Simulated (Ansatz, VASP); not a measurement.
## Cs2Au: VASP beside Ansatz

INCAR

```
SYSTEM = Cs2Au
PREC     = Accurate       ! precision mode
ENCUT    = 600            ! plane-wave cutoff, eV
EDIFF    = 1E-6           ! SCF threshold, eV
ISMEAR   = 0              ! smearing method
SIGMA    = 0.1            ! smearing width, eV
LREAL    = .False.        ! projectors in reciprocal space
LASPH    = .True.         ! aspherical terms in the spheres
NELM     = 100            ! most SCF steps
ALGO     = Fast           ! electronic algorithm
ISIF     = 3              ! what is computed and relaxed
LWAVE    = .False.        ! write WAVECAR
LCHARG   = .False.        ! write CHGCAR
GGA      = PE             ! functional
IBRION   = 2              ! ionic algorithm
NSW      = 100            ! ionic steps
EDIFFG   = -0.01          ! ionic threshold
```

Contents of KPOINTS:

```
regular mesh
0
Gamma
  10 10 10
  0 0 0
```

Contents of POSCAR:

```
Cs2Au
1.0
    0.0000000000      4.3493531579      4.3493531579
    4.3493531579      0.0000000000      4.3493531579
    4.3493531579      4.3493531579      0.0000000000
Cs Au
2 1
Direct
    0.0000000000      0.0000000000      0.0000000000
    0.7500000000      0.7500000000      0.7500000000
    0.2500000000      0.2500000000      0.2500000000
```

Input for Ansatz:

```yaml
crystal:
  lattice:
    - [0.0, 4.3493531579, 4.3493531579]
    - [4.3493531579, 0.0, 4.3493531579]
    - [4.3493531579, 4.3493531579, 0.0]
  atoms:
    - { symbol: Cs, position: [0.0, 0.0, 0.0] }
    - { symbol: Cs, position: [0.75, 0.75, 0.75] }
    - { symbol: Au, position: [0.25, 0.25, 0.25] }
basis:
  ecutwfc: 420
kpoints:
  mp_grid: { grid: [10, 10, 10] }
hamiltonian:
  xc: pbe
scf:
  occupations: { method: gaussian, width: 0.1 }
output:
  forces: true
  stress: true
  eigenvalues: true
  write_density: true
  write_potential: true
  elf: true
  volumetric_format: npy
relax:
  adjacent_minimum: "off"
  f_tol: 0.01
  max_steps: 80
  cell: { stress_tol: 0.05 }
```

Alike in both runs: task relaxation of cell and atoms; functional PBE; k mesh 10 × 10 × 10; occupations gaussian, width 0.1 eV; no spin polarisation.

```csv
,VASP,Ansatz
version,VASP 6.6.1,Ansatz 0.2.0
potentials or method,"VASP PAW PBE potentials, release 64 (Cs_sv, Au), cutoff 600 eV","scalar-relativistic, plane waves, PAW"
valence electrons in the cell,29,37
```

```tsv
	VASP	Ansatz	Ansatz less VASP
gap on the k mesh at the Fermi level, each at its own relaxed structure (eV)	none	none	-
relaxed volume (Å³/atom)	55.47	54.85	-0.618
relaxed cell length with the largest relative difference (Å)	6.174	6.151	-0.0230
```

A gap of «none» marks a metal or a gap that the smearing closes. VASP's potentials hold 29 valence electrons a cell and Ansatz's 37, so a difference there can come from the potentials and not from the codes.

Spin-orbit coupling is off throughout.
